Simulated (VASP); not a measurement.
# Ru (P6_3/mmc) in VASP: notebook

Runs on Ru. Level: LDA. Tasks: single point.

All numbers are computed with VASP 6.6.1; they aren't measurements. Logs are shortened: lines on timing, memory, paths and dates and some standing lists are left out, and cuts for length are marked.

## Step 1: The cell of the first run

The structure is hexagonal, space group P6_3/mmc (No. 194). Conventional cell: a = 2.271 Å, b = 2.271 Å, c = 3.645 Å, α = 90.00°, β = 90.00°, γ = 120.00°. Within 3.0 Å of Ru (site symmetry -6m2) lie 12 Ru at 2.24 to 2.27 Å.

## Step 2: Single point, LDA

Contents of INCAR:

```
PREC = Accurate
ENCUT = 520
EDIFF = 1E-6
ISMEAR = -1
SIGMA = 0.1
LREAL = False
LASPH = True
NELM = 80
ALGO = Normal
ISIF = 2
LWAVE = False
LCHARG = False
GGA = CA
NBANDS = 21
```

Contents of KPOINTS:

```
Automatic mesh
0
Gamma
  20 20 11
```

Contents of POSCAR:

```
Ru
1.0
    2.2705061538      0.0000000000      0.0000000000
   -1.1352530769      1.9663160086      0.0000000000
    0.0000000000      0.0000000000      3.6445974528
Ru
2
Direct
    0.3333333333      0.6666666667      0.2500000000
    0.6666666667      0.3333333333      0.7500000000
```

Potentials or basis: VASP PAW LDA potentials, release 64 (Ru_pv).

The run is started by

```bash
cat potpaw_LDA.64/Ru_pv/POTCAR > POTCAR
mpirun -np 1 vasp_std > vasp.out
```

OUTCAR:

```text
PREC = Accurate
   ENCUT = 520
   EDIFF = 1E-6
   ISMEAR = -1
   LREAL = False
   LASPH = True
   NELM = 80
   ISIF = 2
   GGA = CA

 ion  position               nearest neighbor table
   1  0.333  0.667  0.250-   2 2.24   2 2.24   2 2.24   2 2.24   2 2.24   2 2.24   2 3.19   2 3.19
                             2 3.19   2 3.19   2 3.19   2 3.19
   2  0.667  0.333  0.750-   1 2.24   1 2.24   1 2.24   1 2.24   1 2.24   1 2.24   1 3.19   1 3.19
                             1 3.19   1 3.19   1 3.19   1 3.19

  LATTYP: Found a hexagonal cell.
 ALAT       =     2.2705061538
 C/A-ratio  =     1.6051916207

  Lattice vectors:

 A1 = (   2.2705061538,   0.0000000000,   0.0000000000)
 A2 = (  -1.1352530769,   1.9663160086,   0.0000000000)
 A3 = (   0.0000000000,   0.0000000000,   3.6445974528)

Analysis of symmetry for initial positions (statically):
=====================================================================
 Subroutine PRICEL returns:
 Original cell was already a primitive cell.

 Routine SETGRP: Setting up the symmetry group for a
 hexagonal supercell.

 Subroutine GETGRP returns: Found 24 space group operations
 (whereof 12 operations were pure point group operations)
 out of a pool of 24 trial point group operations.

The static configuration has the point symmetry D_3d.
 The point group associated with its full space group is D_6h.

Analysis of symmetry for dynamics (positions and initial velocities):
=====================================================================
 Subroutine PRICEL returns:
 Original cell was already a primitive cell.

 Routine SETGRP: Setting up the symmetry group for a
 hexagonal supercell.

 Subroutine GETGRP returns: Found 24 space group operations
 (whereof 12 operations were pure point group operations)
 out of a pool of 24 trial point group operations.

The dynamic configuration has the point symmetry D_3d.
 The point group associated with its full space group is D_6h.

 Subroutine INISYM returns: Found 24 space group operations
 (whereof 12 operations are pure point group operations),
 and found     1 'primitive' translations

----------------------------------------------------------------------------------------

                                     Primitive cell

  volume of cell :      16.2714

  direct lattice vectors                    reciprocal lattice vectors
     2.270506154  0.000000000  0.000000000     0.440430429  0.254282627  0.000000000
    -1.135253077  1.966316009  0.000000000     0.000000000  0.508565254  0.000000000
     0.000000000  0.000000000  3.644597453     0.000000000  0.000000000  0.274378724

  length of vectors
     2.270506154  2.270506154  3.644597453     0.508565254  0.508565254  0.274378724

  position of ions in fractional coordinates (direct lattice)
     0.333333333  0.666666667  0.250000000
     0.666666667  0.333333333  0.750000000

  ion indices of the primitive-cell ions
   primitive index   ion index
                 1           1
                 2           2

----------------------------------------------------------------------------------------

 KPOINTS: Automatic mesh

Automatic generation of k-mesh.
 Grid dimensions read from file:
 generate k-points for:   20   20   11

 Generating k-lattice:

  Cartesian coordinates                     Fractional coordinates (reciprocal lattice)
     0.022021521  0.012714131  0.000000000     0.050000000 -0.000000000  0.000000000
     0.000000000  0.025428263  0.000000000     0.000000000  0.050000000  0.000000000
     0.000000000  0.000000000  0.024943520     0.000000000  0.000000000  0.090909091

  Length of vectors
     0.025428263  0.025428263  0.024943520

  Shift w.r.t. Gamma in fractional coordinates (k-lattice)
     0.000000000  0.000000000  0.000000000

 Subroutine IBZKPT returns following result:
 ===========================================

 Found    264 irreducible k-points:

 Following reciprocal coordinates:
            Coordinates               Weight
  0.000000  0.000000  0.000000      1.000000
  0.050000  0.000000  0.000000      6.000000
  0.100000  0.000000  0.000000      6.000000
  0.150000  0.000000  0.000000      6.000000
  0.200000  0.000000  0.000000      6.000000
  0.250000 -0.000000  0.000000      6.000000
[... 16 lines left out ...]
  0.200000  0.100000  0.000000     12.000000
  0.250000  0.100000  0.000000     12.000000
 [... further k-points ...]
   k-points           NKPTS =    264   k-points in BZ     NKDIM =    264   number of bands    NBANDS=     21
   number of dos      NEDOS =    301   number of ions     NIONS =      2
   total plane-waves  NPLWV =   9072
   dimension x,y,z NGX =    18 NGY =   18 NGZ =   28
   dimension x,y,z NGXF=    36 NGYF=   36 NGZF=   56
   ions per type =               2
   NGX,Y,Z   is equivalent  to a cutoff of  13.18, 13.18, 12.77 a.u.
   NGXF,Y,Z  is equivalent  to a cutoff of  26.36, 26.36, 25.54 a.u.
 SYSTEM =  unknown system
   PREC   = accura    normal or accurate (medium, high low for compatibility)
   ISTART =      0    job   : 0-new  1-cont  2-samecut
   ICHARG =      2    charge: 1-file 2-atom 10-const
   ISPIN  =      1    spin polarized calculation?
   LNONCOLLINEAR =      F non collinear calculations
   LSORBIT =      F    spin-orbit coupling
   LASPH  =      T    aspherical Exc in radial PAW
   ENCUT  =  520.0 eV  38.22 Ry    6.18 a.u.   4.22  4.22  6.78*2*pi/ulx,y,z
   NELM   =     80;   NELMIN=  2; NELMDL= -5     # of ELM steps
   EDIFF  = 0.1E-05   stopping-criterion for ELM
   LREAL  =      F    real-space projection
   EDIFFG = 0.1E-04   stopping-criterion for IOM
   NSW    =      0    number of steps for IOM
   IBRION =     -1    ionic relax: 0-MD 1-quasi-New 2-CG
   NFREE  =      0    steps in history (QN), initial steepest desc. (CG)
   ISIF   =      2    stress and relaxation
   ISYM   =      2    0-nonsym 1-usesym 2-fastsym
   POTIM  = 0.5000    time-step for ionic-motion
   TEBEG  =    0.0;   TEEND  =   0.0 temperature during run
   PSTRESS=    0.0 pullay stress
   NELECT =      28.0000    total number of electrons
   NUPDOWN=      -1.0000    fix difference up-down
   EMIN   =  10.00;   EMAX   =-10.00  energy-range for DOS
   EFERMI =   0.00;   METHOD = LEGACY
   ISMEAR =    -1;   SIGMA  =   0.10  broadening in eV -4-tet -1-fermi 0-gaus
   EFERMI_NEDOS =   21; number of points for ismear=-14 and -15
   IALGO  =     38    algorithm
   IMIX   =      4    mixing-type and parameters
     AMIX     =   0.40;   BMIX     =  1.00
     AMIX_MAG =   1.60;   BMIX_MAG =  1.00
  volume/ion in A,a.u.               =       8.14        54.90
  Fermi-wavevector in a.u.,A,eV,Ry     =   1.961789  3.707244 52.363607  3.848617
  Thomas-Fermi vector in A             =   2.986621
   LORBIT       =      0    0 simple, 1 ext, 2 COOP (PROOUT), +10 PAW based schemes
   GGA     = CA    functional components
   LHFCALC =     F    Hartree Fock is set to
   AEXX    =    0.0000 exact exchange contribution
   IVDW    =     0    specifies the selected vdW correction
   LEPSILON=     F    determine dielectric tensor
   LRPA    =     F    only Hartree local field effects (RPA)
 non-spin polarized calculation
  energy-cutoff  :      520.00
  volume of cell :       16.27
 maximum number of plane-waves:       454
 NGX is ok and might be reduce to    18
   NGX =  9   NGY =  9   NGZ = 13

 number of electron      28.0000006 magnetization

 Free energy of the ion-electron system (eV)
  ---------------------------------------------------
  ext. energy  EPLUGINS =         0.00000000
  ---------------------------------------------------
  free energy    TOTEN  =       -10.84085073 eV

  energy without entropy =      -10.81282823  energy(sigma->0) =      -10.82683948

 E-fermi :  24.8102     XC(G=0): -17.7343

 val. band max:       24.8080245379   @ k =   0.3500   0.1500   0.2727
 cond. band min:      24.8311963873   @ k =   0.4000   0.0500   0.1818
 fundamental gap:      0.0231718494
 Fermi energy:        24.8101808985

 k-point     1 :       0.0000    0.0000    0.0000
  band No.  band energies     occupation
      1     -22.6812      2.00000
      2     -18.2391      2.00000
      3     -18.2391      2.00000
      4     -17.5438      2.00000
      5     -17.5438      2.00000
      6     -17.4164      2.00000
[... 13 lines left out ...]
     20      34.4644      0.00000
     21      38.2192      0.00000

 k-point     2 :       0.0500    0.0000    0.0000
  band No.  band energies     occupation
      1     -22.6437      2.00000
      2     -18.3450      2.00000
      3     -18.2726      2.00000
      4     -17.6485      2.00000
      5     -17.5549      2.00000
      6     -17.4331      2.00000
[... 13 lines left out ...]
     20      34.4645      0.00000
     21      38.6184      0.00000

 k-point     3 :       0.1000    0.0000    0.0000
  band No.  band energies     occupation
      1     -22.5329      2.00000
      2     -18.6488      2.00000
      3     -18.3675      2.00000
      4     -17.9465      2.00000
      5     -17.5892      2.00000
      6     -17.4835      2.00000
[... 13 lines left out ...]
     20      34.4645      0.00000
     21      39.7574      0.00000

 k-point     4 :       0.1500    0.0000    0.0000
  band No.  band energies     occupation
      1     -22.3530      2.00000
      2     -19.1118      2.00000
      3     -18.5086      2.00000
      4     -18.3948      2.00000
      5     -17.6469      2.00000
      6     -17.5691      2.00000
[... 13 lines left out ...]
     20      34.4645      0.00000
     21      41.4588      0.00000

 k-point     5 :       0.2000    0.0000    0.0000
  band No.  band energies     occupation
      1     -22.1112      2.00000
      2     -19.6784      2.00000
      3     -18.9353      2.00000
      4     -18.6776      2.00000
      5     -17.7249      2.00000
      6     -17.6915      2.00000
[... 13 lines left out ...]
     20      35.8764      0.00000
     21      42.1826      0.00000
[... 382 lines left out ...]
     20      34.8101      0.00000
     21      42.3910      0.00000

 k-point    22 :       0.1500    0.1000    0.0000
  band No.  band energies     occupation
      1     -22.0104      2.00000
      2     -19.7288      2.00000
      3     -19.3842      2.00000
      4     -18.5616      2.00000
      5     -17.8831      2.00000
      6     -17.7445      2.00000
[... 13 lines left out ...]
     20      36.7549      0.00000
     21      42.1347      0.00000

 k-point    23 :       0.2000    0.1000    0.0000
  band No.  band energies     occupation
      1     -21.7226      2.00000
      2     -20.2802      2.00000
      3     -19.8216      2.00000
      4     -18.8259      2.00000
      5     -18.0093      2.00000
      6     -17.9052      2.00000
[... 13 lines left out ...]
     20      38.6930      0.00000
     21      41.6296      0.00000

 k-point    24 :       0.2500    0.1000    0.0000
  band No.  band energies     occupation
      1     -21.3985      2.00000
      2     -20.8328      2.00000
      3     -20.2304      2.00000
      4     -19.0851      2.00000
      5     -18.1296      2.00000
      6     -18.1013      2.00000
[... 13 lines left out ...]
     20      40.4770      0.00000
     21      41.1194      0.00000

 [... further k-points ...]
[... 5 lines left out ...]
  --------------------------------------------------------------------------------------
  -------------------------------------------------------------------------------------
  Total       53.1487114     53.1487114     53.2258417      0.0000000      0.0000000     -0.0000000
  in kB     5233.3256008   5233.3256006   5240.9202960      0.0000000      0.0000000     -0.0000000
  external PRESSURE =    5235.8571658 kB  Pullay stress =       0.0000000 kB

 VOLUME and BASIS-vectors are now :
 -----------------------------------------------------------------------------
  energy-cutoff  :      520.00
  volume of cell :       16.27
      direct lattice vectors                 reciprocal lattice vectors
     2.270506154  0.000000000  0.000000000     0.440430429  0.254282627  0.000000000
    -1.135253077  1.966316009  0.000000000     0.000000000  0.508565254  0.000000000
     0.000000000  0.000000000  3.644597453     0.000000000  0.000000000  0.274378724

 POSITION                                       TOTAL-FORCE (eV/Angst)
 -----------------------------------------------------------------------------------
     -0.00000      1.31088      0.91115        -0.000000      0.000000      0.000000
      1.13525      0.65544      2.73345         0.000000     -0.000000      0.000000
 -----------------------------------------------------------------------------------
    total drift:                                0.000000     -0.000000      0.000000

  FREE ENERGIE OF THE ION-ELECTRON SYSTEM (eV)
  ---------------------------------------------------
  free  energy   TOTEN  =       -10.8408507339 eV

  energy  without entropy=      -10.8128282299  energy(sigma->0) =      -10.82683948
```

Run time: 35 s. Hardware: 1 thread of Intel Xeon 6975P-C (Granite Rapids), shared host; peak memory 0.18 GiB.

What came out:

```yaml
Free_energy: -10.8409 eV
Pressure: 523.6 GPa
Band_gap_on_the_k_mesh: zero (band 14 reaches 28.45 eV, above the bottom of band 15 at 21.31 eV)
```

Stress tensor (GPa, compression positive):
```
523.33   0.00   0.00
  0.00 523.33   0.00
  0.00   0.00 524.09
```

## Step 3: Single point, LDA

Contents of INCAR:

```
PREC = Accurate
ENCUT = 520
EDIFF = 1E-6
ISMEAR = -1
SIGMA = 0.1
LREAL = F
LASPH = T
NELM = 60
ALGO = Normal
ISIF = 2
LWAVE = F
LCHARG = F
NBANDS = 21
```

Contents of KPOINTS:

```
regular mesh
0
Gamma
  20 20 11
```

Contents of POSCAR:

```
Ru
1.0
    2.2710769877      0.0000000000      0.0000000000
   -1.1355384938      1.9668103653      0.0000000000
    0.0000000000      0.0000000000      3.6449978022
Ru
2
Direct
    0.3333333333      0.6666666667      0.2500000000
    0.6666666667      0.3333333333      0.7500000000
```

Potentials or basis: VASP PAW LDA potentials, release 64 (Ru_pv).

The run is started by

```bash
cat potpaw_LDA.64/Ru_pv/POTCAR > POTCAR
mpirun -np 1 vasp_std > vasp.out
```

It took 36 s on 1 thread of Intel Xeon 6975P-C (Granite Rapids), shared host; peak memory 0.17 GiB.

It converged, with:

- Free energy: -10.8734 eV
- Pressure: 522.2 GPa
- Band gap on the k mesh: zero (band 14 reaches 28.43 eV, above the bottom of band 15 at 21.30 eV)

Stress tensor (GPa, compression positive):
```
521.88   0.00   0.00
  0.00 521.88   0.00
  0.00   0.00 522.90
```

Levels at points of the mesh, in eV from the Fermi level:
```tsv
k point	band 10	band 11	band 12	band 13	band 14	band 15	band 16	band 17	band 18	band 19
(0.00, 0.00, 0.00)	-5.79	-5.63	-4.32	-4.32	-2.97	-2.97	2.10	2.10	3.06	9.65
(0.50, 0.00, 0.00)	-6.42	-3.98	-2.95	-1.99	3.27	4.11	4.18	8.45	9.65	9.65
```
